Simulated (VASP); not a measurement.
# Li6Ru (Fm-3m) in VASP: a series of runs, part 2 of 2

VASP 6.6.1. Earlier steps stand in the parts before.

## 3. Relaxation of cell and atoms, PBE

This run uses another cell than the first one, of 16.62 Å³/atom, 0.995 times its volume.

Contents of INCAR:

```
PREC = Accurate ; ENCUT = 600
EDIFF = 1E-6 ; ISMEAR = 0
SIGMA = 0.1 ; LREAL = False
LASPH = True ; NELM = 100
ALGO = Normal ; ISIF = 3
LWAVE = False ; LCHARG = False
GGA = PE ; IBRION = 2
NSW = 100 ; EDIFFG = -0.01
```

Contents of KPOINTS:

```
Automatic mesh
0
Gamma
  8 8 8
```

Contents of POSCAR:

```
Li6Ru
1.0
    0.0000000000      3.8749964262      3.8749964262
    3.8749964262      0.0000000000      3.8749964262
    3.8749964262      3.8749964262      0.0000000000
Li Ru
6 1
Direct
    0.5000000000      0.0000000000      0.0000000000
    0.0000000000      0.5000000000      0.5000000000
    0.0000000000      0.5000000000      0.0000000000
    0.5000000000      0.0000000000      0.5000000000
    0.0000000000      0.0000000000      0.5000000000
    0.5000000000      0.5000000000      0.0000000000
    0.5000000000      0.5000000000      0.5000000000
```

Potentials or basis: VASP PAW PBE potentials, release 64 (Li_sv, Ru_pv).

Started as:

```bash
$ cat potpaw_PBE.64/Li_sv/POTCAR potpaw_PBE.64/Ru_pv/POTCAR > POTCAR
$ mpirun -np 1 vasp_std > vasp.out
```

OUTCAR:

```text
PREC = Accurate
   ENCUT = 600
   EDIFF = 1E-6
   ISMEAR = 0
   LREAL = False
   LASPH = True
   NELM = 100
   ISIF = 3
   GGA = PE
   IBRION = 2
   NSW = 100
   EDIFFG = -0.01

 ion  position               nearest neighbor table
   1  0.500  0.000  0.000-   7 2.74   7 2.74
   2  0.000  0.500  0.500-   7 2.74   7 2.74
   3  0.000  0.500  0.000-   7 2.74   7 2.74
   4  0.500  0.000  0.500-   7 2.74   7 2.74
   5  0.000  0.000  0.500-   7 2.74   7 2.74
   6  0.500  0.500  0.000-   7 2.74   7 2.74
   7  0.500  0.500  0.500-   2 2.74   4 2.74   6 2.74   1 2.74   3 2.74   6 2.74   1 2.74   4 2.74
                             5 2.74   2 2.74   3 2.74   5 2.74

  LATTYP: Found a face centered cubic cell.
 ALAT       =     7.7499928524

  Lattice vectors:

 A1 = (   0.0000000000,   3.8749964262,   3.8749964262)
 A2 = (   3.8749964262,   0.0000000000,   3.8749964262)
 A3 = (   3.8749964262,   3.8749964262,   0.0000000000)

Analysis of symmetry for initial positions (statically):
=====================================================================
 Subroutine PRICEL returns:
 Original cell was already a primitive cell.

[... 189 lines left out ...]
  band No.  band energies     occupation
      1     -43.8714      2.00000
      2     -43.8288      2.00000
      3     -43.8288      2.00000
      4     -43.8288      2.00000
      5     -43.8091      2.00000
      6     -43.8091      2.00000
[... 541 lines left out ...]
     19       3.8875      0.00000
     20       4.8553      0.00000

 [... further k-points ...]

------------------------ aborting loop because EDIFF is reached ----------------------------------------

  FORCE on cell =-STRESS in cart. coord.  units (eV):
  Direction    XX          YY          ZZ          XY          YZ          ZX
  --------------------------------------------------------------------------------------
  -------------------------------------------------------------------------------------
  Total       -0.0027261     -0.0027261     -0.0027261      0.0000000     -0.0000000      0.0000000
  in kB       -0.0375327     -0.0375327     -0.0375327      0.0000000     -0.0000000      0.0000000
  external PRESSURE =      -0.0375327 kB  Pullay stress =       0.0000000 kB

 VOLUME and BASIS-vectors are now :
 -----------------------------------------------------------------------------
  energy-cutoff  :      600.00
  volume of cell :      116.37
      direct lattice vectors                 reciprocal lattice vectors
     0.000000000  3.874996426  3.874996426    -0.129032377  0.129032377  0.129032377
     3.874996426  0.000000000  3.874996426     0.129032377 -0.129032377  0.129032377
     3.874996426  3.874996426  0.000000000     0.129032377  0.129032377 -0.129032377

 POSITION                                       TOTAL-FORCE (eV/Angst)
 -----------------------------------------------------------------------------------
      0.00000      1.93750      1.93750         0.000000     -0.000000     -0.000000
      3.87500      1.93750      1.93750         0.000000     -0.000000     -0.000000
      1.93750      0.00000      1.93750         0.000000     -0.000000     -0.000000
      1.93750      3.87500      1.93750         0.000000     -0.000000     -0.000000
      1.93750      1.93750      0.00000         0.000000     -0.000000      0.000000
      1.93750      1.93750      3.87500         0.000000     -0.000000     -0.000000
      3.87500      3.87500      3.87500        -0.000000      0.000000      0.000000
 -----------------------------------------------------------------------------------
    total drift:                                0.000000      0.000000      0.000000

  FREE ENERGIE OF THE ION-ELECTRON SYSTEM (eV)
  ---------------------------------------------------
  free  energy   TOTEN  =       -18.9843318042 eV

  energy  without entropy=      -18.9739004800  energy(sigma->0) =      -18.97911614

 reached required accuracy - stopping structural energy minimisation
```

Wall time 69 s (1 thread of AMD EPYC 9R45 (Zen 5), shared host); peak memory 0.31 GiB.

What came out:

```yaml
Free_energy: -18.9843 eV
Pressure_after_relaxing: 0.0 GPa
Band_gap_on_the_k_mesh: zero (band 16 reaches 2.37 eV, above the bottom of band 17 at 1.79 eV)
```

Final structure:
```cif
data_structure
_symmetry_space_group_name_H-M 'P 1'
_symmetry_Int_Tables_number 1
_cell_length_a 5.4801
_cell_length_b 5.4801
_cell_length_c 5.4801
_cell_angle_alpha 60.000
_cell_angle_beta 60.000
_cell_angle_gamma 60.000
_cell_volume 116.37
loop_
_atom_site_label
_atom_site_type_symbol
_atom_site_fract_x
_atom_site_fract_y
_atom_site_fract_z
_atom_site_occupancy
Li1 Li 0.50000 0.00000 0.00000 1
Li2 Li 0.00000 0.50000 0.50000 1
Li3 Li 0.00000 0.50000 0.00000 1
Li4 Li 0.50000 0.00000 0.50000 1
Li5 Li 0.00000 0.00000 0.50000 1
Li6 Li 0.50000 0.50000 0.00000 1
Ru1 Ru 0.50000 0.50000 0.50000 1
```

Levels at points of the mesh, in eV from the Fermi level:
```csv
k point,band 12,band 13,band 14,band 15,band 16,band 17,band 18,band 19,band 20
"(0.00, 0.00, 0.00)",-0.54,-0.54,-0.35,-0.35,0.03,1.13,1.13,1.13,2.97
"(0.50, 0.00, 0.00)",-1.11,-0.71,-0.71,-0.57,-0.57,1.12,1.55,1.55,2.10
"(0.50, 0.50, 0.00)",-1.49,-1.31,-0.66,-0.66,-0.46,0.67,0.67,1.59,1.62
```

Caveat: the cutoff is under 1.25 times the usual one of these potentials, so pressure, stress and relaxed cells hold a basis-set (Pulay) error; the relaxation stopped at its first step, so nothing moved.

## 4. Single point, PBE

This run uses another cell than the first one, of 11.67 Å³/atom, 0.698 times its volume.

Contents of INCAR:

```
PREC = Accurate ; ENCUT = 520
EDIFF = 1E-7 ; ISMEAR = 0
SIGMA = 0.1 ; LREAL = False
LASPH = True ; NELM = 100
ALGO = Normal ; ISIF = 2
LWAVE = False ; LCHARG = False
GGA = PE ; NBANDS = 25
```

Contents of KPOINTS:

```
Automatic mesh
0
Gamma
  4 4 4
```

POSCAR, as its differences from that of step 3:

```diff
@@ -2,5 +2,5 @@
 1.0
-    0.0000000000      3.8749964262      3.8749964262
-    3.8749964262      0.0000000000      3.8749964262
-    3.8749964262      3.8749964262      0.0000000000
+    0.0000000000      3.4435607300      3.4435607300
+    3.4435607300      0.0000000000      3.4435607300
+    3.4435607300      3.4435607300      0.0000000000
 Li Ru
```

Started as:

```bash
$ cat potpaw_PBE.64/Li_sv/POTCAR potpaw_PBE.64/Ru_pv/POTCAR > POTCAR
$ mpirun -np 1 vasp_std > vasp.out
```

Wall time 13 s (1 thread of AMD EPYC 9R45 (Zen 5), shared host); peak memory 0.17 GiB.

Results (log left out):

* Free energy: -17.3274 eV
* Band gap on the k mesh: zero (band 16 reaches 4.26 eV, above the bottom of band 17 at 3.82 eV)

Levels at points of the mesh, in eV from the Fermi level:
| k point | band 13 | band 14 | band 15 | band 16 | band 17 | band 18 | band 19 | band 20 |
| --- | --- | --- | --- | --- | --- | --- | --- | --- |
| (0.00, 0.00, 0.00) | -0.84 | -0.67 | -0.67 | -0.40 | 1.26 | 1.26 | 1.26 | 3.40 |
| (0.50, 0.00, 0.00) | -1.22 | -1.22 | -1.03 | -1.03 | 0.97 | 2.11 | 2.11 | 2.83 |
| (0.50, 0.50, 0.00) | -1.44 | -1.20 | -1.20 | -0.93 | 1.09 | 1.09 | 2.10 | 2.15 |

Caveat: the k points lie up to 0.40 Å⁻¹ apart; the cutoff is under 1.25 times the usual one of these potentials, so pressure, stress and relaxed cells hold a basis-set (Pulay) error.

## 5. The runs side by side

| task | cell | k mesh | cutoff (eV) | gap on the mesh (eV) |
| --- | --- | --- | --- | --- |
| single point | a = 5.490 Å, angles 60.0°, 7 atoms | 8 × 8 × 8 | 520 | none |
| relaxation of cell and atoms | relaxed from a = 5.480 Å, angles 60.0°, 7 atoms | 8 × 8 × 8 | 600 | none |
| single point | a = 4.870 Å, angles 60.0°, 7 atoms | 4 × 4 × 4 | 520 | none |

Alike in all rows: level PBE; potentials or basis VASP PAW PBE potentials, release 64 (Li_sv, Ru_pv); no spin polarisation; smearing gaussian 0.1 eV.

Caveats: some runs use coarse meshes; the cutoff is under 1.25 times the usual one of these potentials, so pressure, stress and relaxed cells hold a basis-set (Pulay) error; the relaxation stopped at its first step, so nothing moved (some runs).

Total energies depend on the potentials used, so only differences within one code and one set of settings carry meaning.
